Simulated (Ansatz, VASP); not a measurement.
Two plane-wave programs on NbB3

```
Nb B
1.0
     2.98689    0.00000   -0.00661
     0.00000    2.96500    0.00000
    -0.06016    0.00000    4.03069
Nb B
1 3
Direct
  0.99710 0.00000 0.08311
  0.54770 0.00000 0.55489
  0.48442 0.50000 0.80419
  0.97078 0.50000 0.55781
```

Change from the starting cell: the structure that the rattled Cu3Au (L1_2) type (Pm-3m, No. 221) fell into.

Alike in both runs: functional PBE; k mesh 16 × 16 × 12; occupations gaussian, width 0.1 eV; no spin polarisation.

Ansatz relaxed the structure, and its values are those at the end. VASP's run is a single point on that final structure, the one shown.

|  | VASP | Ansatz |
| --- | --- | --- |
| version | VASP 6.6.1 | Ansatz 0.2.0 |
| potentials or method | VASP PAW PBE potentials, release 64 (Nb_sv, B), cutoff 520 eV | scalar-relativistic, plane waves, PAW |
| valence electrons in the cell | 22 | 22 |

VASP gave:

* gap on the k mesh at the Fermi level (eV): none
* pressure (GPa): -0.3
* rms of the force components (eV/Å): 0.006

Q: What did Ansatz give for the same quantities?

A: gap on the k mesh at the Fermi level (eV): none; pressure (GPa): 0.0; rms of the force components (eV/Å): 0.001.

A gap of «none» marks a metal or a gap that the smearing closes.
